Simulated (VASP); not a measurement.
Here is a VASP 6.6.1 calculation.

Contents of INCAR:

```
SYSTEM = BiN
PREC = Accurate
ENCUT = 600
EDIFF = 1E-6
ISMEAR = 0
SIGMA = 0.1
LREAL = .FALSE.
LASPH = .TRUE.
NELM = 120
ALGO = Normal
ISIF = 2
LWAVE = .FALSE.
LCHARG = .TRUE.
GGA = PE
LELF = .TRUE.
LVHAR = .TRUE.
NBANDS = 17
GGA_COMPAT = .FALSE.
```

The input KPOINTS:

```
Automatic mesh
0
G
  6 6 6
  0 0 0
```

POSCAR

```
BiN
1.0
    0.0000000000      2.5653679709      2.5653679709
    2.5653679709      0.0000000000      2.5653679709
    2.5653679709      2.5653679709      0.0000000000
Bi N
1 1
Direct
    0.5000000000      0.5000000000      0.5000000000
    0.0000000000      0.0000000000      0.0000000000
```

Potentials or basis: VASP PAW PBE potentials, release 64 (Bi_d, N).

Command:

```console
$ cat potpaw_PBE.64/Bi_d/POTCAR potpaw_PBE.64/N/POTCAR > POTCAR
$ mpirun -np 1 vasp_std > vasp.out
```

Estimate the band gap on the k mesh.

1.06 eV.

What does it give for the pressure?

0.9 GPa.

Caveat: spin-orbit coupling is left out, which moves the levels of the heavy elements. A k mesh can miss the band edges.
